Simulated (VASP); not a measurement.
# SnO (Pmn2_1) in VASP: single point with LDA

Aim: the single point of SnO with LDA.

Program: VASP 6.6.1. These are calculated values, not measurements. Logs are shortened: lines on timing, memory, paths and dates and some standing lists are left out, and cuts for length are marked.

## Step 1: The cell of the first run

It takes space group Pmn2_1 (No. 31, orthorhombic). The conventional cell has a = 3.292 Å, b = 5.676 Å, c = 3.710 Å, α = 90.00°, β = 90.00°, γ = 90.00°. Within 2.8 Å of Sn (site symmetry m) lie 3 O at 2.12 to 2.14 Å. O (site symmetry m) has 3 Sn at 2.12 to 2.14 Å and 4 O at 2.82 Å within 2.9 Å.

## Step 2: Single point, LDA

File INCAR:

```
SYSTEM = SnO
PREC     = Accurate       ! precision mode
ENCUT    = 1340           ! plane-wave cutoff, eV
EDIFF    = 1E-6           ! SCF threshold, eV
ISMEAR   = 0              ! smearing method
SIGMA    = 0.02           ! smearing width, eV
LREAL    = .False.        ! projectors in reciprocal space
LASPH    = .True.         ! aspherical terms in the spheres
NELM     = 120            ! most SCF steps
ALGO     = Normal         ! electronic algorithm
ISIF     = 2              ! what is computed and relaxed
LWAVE    = .False.        ! write WAVECAR
LCHARG   = .False.        ! write CHGCAR
GGA      = CA             ! functional
NBANDS   = 28             ! bands
GGA_COMPAT= .False.
```

File KPOINTS:

```
regular mesh
0
Gamma
  8 6 6
  0 0 0
```

File POSCAR:

```
SnO
1.0
    3.2918837283      0.0000000000      0.0000000000
    0.0000000000      5.6763105631      0.0000000000
    0.0000000000      0.0000000000      3.7100774918
Sn O
2 2
Direct
    0.0000000000      0.2359180937      0.5344782994
    0.5000000000      0.7640819063      0.0344782994
    0.0000000000      0.8821462513      0.7155227006
    0.5000000000      0.1178537487      0.2155227006
```

Potentials or basis: VASP PAW LDA potentials, release 64 (Sn_d, O_h).

Launch:

```sh
> cat potpaw_LDA.64/Sn_d/POTCAR potpaw_LDA.64/O_h/POTCAR > POTCAR
> mpirun -np 1 vasp_std > vasp.out
```

OUTCAR:

```text
SYSTEM = SnO
   PREC = Accurate
   ENCUT = 1340
   EDIFF = 1E-6
   ISMEAR = 0
   LREAL = .False.
   LASPH = .True.
   NELM = 120
   ISIF = 2
   GGA = CA

 ion  position               nearest neighbor table
   1  0.000  0.236  0.534-   3 2.12   4 2.14   4 2.14   2 3.65   2 3.65   2 3.65   2 3.65
   2  0.500  0.764  0.034-   4 2.12   3 2.14   3 2.14   1 3.65   1 3.65   1 3.65   1 3.65
   3  0.000  0.882  0.716-   1 2.12   2 2.14   2 2.14
   4  0.500  0.118  0.216-   2 2.12   1 2.14   1 2.14

  LATTYP: Found a simple orthorhombic cell.
 ALAT       =     3.2918837283
 B/A-ratio  =     1.1270378294
 C/A-ratio  =     1.7243350712

  Lattice vectors:

 A1 = (  -3.2918837283,   0.0000000000,   0.0000000000)
 A2 = (   0.0000000000,   0.0000000000,   3.7100774918)
 A3 = (   0.0000000000,   5.6763105631,   0.0000000000)

Analysis of symmetry for initial positions (statically):
=====================================================================
 Subroutine PRICEL returns:
 Original cell was already a primitive cell.

 Routine SETGRP: Setting up the symmetry group for a
 simple orthorhombic supercell.

 Subroutine GETGRP returns: Found  4 space group operations
 (whereof  2 operations were pure point group operations)
 out of a pool of  8 trial point group operations.

The static configuration has the point symmetry C_1h.
 The point group associated with its full space group is C_2v.

Analysis of symmetry for dynamics (positions and initial velocities):
=====================================================================
 Subroutine PRICEL returns:
 Original cell was already a primitive cell.

 Routine SETGRP: Setting up the symmetry group for a
 simple orthorhombic supercell.

 Subroutine GETGRP returns: Found  4 space group operations
 (whereof  2 operations were pure point group operations)
 out of a pool of  8 trial point group operations.

The dynamic configuration has the point symmetry C_1h.
 The point group associated with its full space group is C_2v.

 Subroutine INISYM returns: Found  4 space group operations
 (whereof  2 operations are pure point group operations),
 and found     1 'primitive' translations

----------------------------------------------------------------------------------------

                                     Primitive cell

  volume of cell :      69.3256

  direct lattice vectors                    reciprocal lattice vectors
     3.291883728  0.000000000  0.000000000     0.303777436  0.000000000  0.000000000
     0.000000000  5.676310563  0.000000000     0.000000000  0.176170770  0.000000000
     0.000000000  0.000000000  3.710077492     0.000000000  0.000000000  0.269536149

  length of vectors
     3.291883728  5.676310563  3.710077492     0.303777436  0.176170770  0.269536149

  position of ions in fractional coordinates (direct lattice)
     0.000000000  0.235918094  0.534478299
     0.500000000  0.764081906  0.034478299
     0.000000000  0.882146251  0.715522701
     0.500000000  0.117853749  0.215522701

  ion indices of the primitive-cell ions
   primitive index   ion index
                 1           1
                 2           2
                 3           3
                 4           4

----------------------------------------------------------------------------------------

 KPOINTS: regular mesh

Automatic generation of k-mesh.
 Grid dimensions read from file:
 generate k-points for:    8    6    6

 Generating k-lattice:

  Cartesian coordinates                     Fractional coordinates (reciprocal lattice)
     0.037972180  0.000000000  0.000000000     0.125000000  0.000000000  0.000000000
     0.000000000  0.029361795  0.000000000     0.000000000  0.166666667  0.000000000
     0.000000000  0.000000000  0.044922692     0.000000000  0.000000000  0.166666667

  Length of vectors
     0.037972180  0.029361795  0.044922692

  Shift w.r.t. Gamma in fractional coordinates (k-lattice)
     0.000000000  0.000000000  0.000000000

 Subroutine IBZKPT returns following result:
 ===========================================

 Found     80 irreducible k-points:

 Following reciprocal coordinates:
            Coordinates               Weight
  0.000000  0.000000  0.000000      1.000000
  0.125000  0.000000  0.000000      2.000000
  0.250000  0.000000  0.000000      2.000000
  0.375000  0.000000  0.000000      2.000000
  0.500000  0.000000  0.000000      1.000000
  0.000000  0.166667  0.000000      2.000000
[... 16 lines left out ...]
  0.250000  0.000000  0.166667      4.000000
  0.375000  0.000000  0.166667      4.000000
 [... further k-points ...]
   k-points           NKPTS =     80   k-points in BZ     NKDIM =     80   number of bands    NBANDS=     28
   number of dos      NEDOS =    301   number of ions     NIONS =      4
   total plane-waves  NPLWV = 134400
   dimension x,y,z NGX =    40 NGY =   70 NGZ =   48
   dimension x,y,z NGXF=    80 NGYF=  140 NGZF=   96
   ions per type =               2   2
   NGX,Y,Z   is equivalent  to a cutoff of  20.20, 20.50, 21.51 a.u.
   NGXF,Y,Z  is equivalent  to a cutoff of  40.40, 41.00, 43.02 a.u.
 SYSTEM =  SnO
   PREC   = accura    normal or accurate (medium, high low for compatibility)
   ISTART =      0    job   : 0-new  1-cont  2-samecut
   ICHARG =      2    charge: 1-file 2-atom 10-const
   ISPIN  =      1    spin polarized calculation?
   LNONCOLLINEAR =      F non collinear calculations
   LSORBIT =      F    spin-orbit coupling
   LASPH  =      T    aspherical Exc in radial PAW
   ENCUT  = 1340.0 eV  98.49 Ry    9.92 a.u.   9.83 16.94 11.07*2*pi/ulx,y,z
   NELM   =    120;   NELMIN=  2; NELMDL= -5     # of ELM steps
   EDIFF  = 0.1E-05   stopping-criterion for ELM
   LREAL  =      F    real-space projection
   EDIFFG = 0.1E-04   stopping-criterion for IOM
   NSW    =      0    number of steps for IOM
   IBRION =     -1    ionic relax: 0-MD 1-quasi-New 2-CG
   NFREE  =      0    steps in history (QN), initial steepest desc. (CG)
   ISIF   =      2    stress and relaxation
   ISYM   =      2    0-nonsym 1-usesym 2-fastsym
   POTIM  = 0.5000    time-step for ionic-motion
   TEBEG  =    0.0;   TEEND  =   0.0 temperature during run
   PSTRESS=    0.0 pullay stress
   NELECT =      40.0000    total number of electrons
   NUPDOWN=      -1.0000    fix difference up-down
   EMIN   =  10.00;   EMAX   =-10.00  energy-range for DOS
   EFERMI =   0.00;   METHOD = LEGACY
   ISMEAR =     0;   SIGMA  =   0.02  broadening in eV -4-tet -1-fermi 0-gaus
   EFERMI_NEDOS =   21; number of points for ismear=-14 and -15
   IALGO  =     38    algorithm
   IMIX   =      4    mixing-type and parameters
     AMIX     =   0.40;   BMIX     =  1.00
     AMIX_MAG =   1.60;   BMIX_MAG =  1.00
  volume/ion in A,a.u.               =      17.33       116.96
  Fermi-wavevector in a.u.,A,eV,Ry     =   1.362899  2.575505 25.272730  1.857493
  Thomas-Fermi vector in A             =   2.489349
   LORBIT       =      0    0 simple, 1 ext, 2 COOP (PROOUT), +10 PAW based schemes
   GGA     = CA    functional components
   LHFCALC =     F    Hartree Fock is set to
   AEXX    =    0.0000 exact exchange contribution
   IVDW    =     0    specifies the selected vdW correction
   LEPSILON=     F    determine dielectric tensor
   LRPA    =     F    only Hartree local field effects (RPA)
 non-spin polarized calculation
 Gauss-broadening in eV      SIGMA  =   0.02
  energy-cutoff  :     1340.00
  volume of cell :       69.33
 maximum number of plane-waves:      7764
 NGX is ok and might be reduce to    40
   NGX = 19   NGY = 33   NGZ = 23

 number of electron      39.9999999 magnetization

 Free energy of the ion-electron system (eV)
  ---------------------------------------------------
  ext. energy  EPLUGINS =         0.00000000
  ---------------------------------------------------
  free energy    TOTEN  =       -25.32521842 eV

  energy without entropy =      -25.32521842  energy(sigma->0) =      -25.32521842

 E-fermi :   6.5557     XC(G=0): -10.7593

 val. band max:        6.4431191374   @ k =   0.0000   0.0000   0.0000
 cond. band min:       7.6155054171   @ k =   0.3750   0.5000   0.0000
 fundamental gap:      1.1723862796
 Fermi energy:         6.5557232194

 k-point     1 :       0.0000    0.0000    0.0000
  band No.  band energies     occupation
      1     -14.8382      2.00000
      2     -14.4678      2.00000
      3     -14.3930      2.00000
      4     -14.3195      2.00000
      5     -14.2948      2.00000
      6     -14.2908      2.00000
[... 20 lines left out ...]
     27      15.7052      0.00000
     28      16.3156      0.00000

 k-point     2 :       0.1250    0.0000    0.0000
  band No.  band energies     occupation
      1     -14.8287      2.00000
      2     -14.4573      2.00000
      3     -14.3808      2.00000
      4     -14.3707      2.00000
      5     -14.3014      2.00000
      6     -14.2899      2.00000
[... 20 lines left out ...]
     27      15.7709      0.00000
     28      16.5392      0.00000

 k-point     3 :       0.2500    0.0000    0.0000
  band No.  band energies     occupation
      1     -14.8165      2.00000
      2     -14.5662      2.00000
      3     -14.3481      2.00000
      4     -14.3455      2.00000
      5     -14.3176      2.00000
      6     -14.2945      2.00000
[... 20 lines left out ...]
     27      15.7337      0.00000
     28      16.5814      0.00000

 k-point     4 :       0.3750    0.0000    0.0000
  band No.  band energies     occupation
      1     -14.8118      2.00000
      2     -14.7026      2.00000
      3     -14.3230      2.00000
      4     -14.3124      2.00000
      5     -14.3090      2.00000
      6     -14.2947      2.00000
[... 578 lines left out ...]
     27      15.9138      0.00000
     28      18.0296      0.00000

 k-point    23 :       0.2500    0.0000    0.1667
  band No.  band energies     occupation
      1     -14.8153      2.00000
      2     -14.6090      2.00000
      3     -14.3416      2.00000
      4     -14.3370      2.00000
      5     -14.3195      2.00000
      6     -14.2932      2.00000
[... 20 lines left out ...]
     27      15.8232      0.00000
     28      17.8724      0.00000

 k-point    24 :       0.3750    0.0000    0.1667
  band No.  band energies     occupation
      1     -14.8239      2.00000
      2     -14.7340      2.00000
      3     -14.3299      2.00000
      4     -14.3196      2.00000
      5     -14.2973      2.00000
      6     -14.2823      2.00000
[... 20 lines left out ...]
     27      16.0511      0.00000
     28      17.2924      0.00000

 [... further k-points ...]

------------------------ aborting loop because EDIFF is reached ----------------------------------------

  FORCE on cell =-STRESS in cart. coord.  units (eV):
  Direction    XX          YY          ZZ          XY          YZ          ZX
  --------------------------------------------------------------------------------------
  -------------------------------------------------------------------------------------
  Total        0.1335196      0.1681877      0.0895780      0.0000000      0.0000000      0.0000000
  in kB        3.0857578      3.8869691      2.0702281      0.0000000      0.0000000      0.0000000
  external PRESSURE =       3.0143183 kB  Pullay stress =       0.0000000 kB

 VOLUME and BASIS-vectors are now :
 -----------------------------------------------------------------------------
  energy-cutoff  :     1340.00
  volume of cell :       69.33
      direct lattice vectors                 reciprocal lattice vectors
     3.291883728  0.000000000  0.000000000     0.303777436  0.000000000  0.000000000
     0.000000000  5.676310563  0.000000000     0.000000000  0.176170770  0.000000000
     0.000000000  0.000000000  3.710077492     0.000000000  0.000000000  0.269536149

 POSITION                                       TOTAL-FORCE (eV/Angst)
 -----------------------------------------------------------------------------------
      0.00000      1.33914      1.98296         0.000000      0.095743      0.031899
      1.64594      4.33717      0.12792         0.000000     -0.095743      0.031899
      0.00000      5.00734      2.65464         0.000000      0.001811     -0.031899
      1.64594      0.66897      0.79961         0.000000     -0.001811     -0.031899
 -----------------------------------------------------------------------------------
    total drift:                               -0.000000      0.000000     -0.000673

  FREE ENERGIE OF THE ION-ELECTRON SYSTEM (eV)
  ---------------------------------------------------
  free  energy   TOTEN  =       -25.3252184194 eV

  energy  without entropy=      -25.3252184194  energy(sigma->0) =      -25.32521842
```

Wall time 11 min (1 thread of Intel Xeon Platinum 8259CL at 2.50GHz (Skylake/Cascade Lake), shared host); peak memory 0.65 GiB.

Results:

```yaml
Free_energy: -25.3252 eV
Pressure: 0.3 GPa
Largest_force: 0.101 eV/Å
Band_gap_on_the_k_mesh: 1.17 eV (least direct gap 1.81 eV)
```

Forces on the atoms (eV/Å):
```
Sn   0.000  0.096  0.032
Sn   0.000 -0.096  0.032
O    0.000  0.002 -0.032
O    0.000 -0.002 -0.032
```

Stress tensor (GPa, compression positive):
```
0.31 0.00 0.00
0.00 0.39 0.00
0.00 0.00 0.21
```

Caveat: spin-orbit coupling is left out, which moves the levels of the heavy elements. A k mesh can miss the band edges.
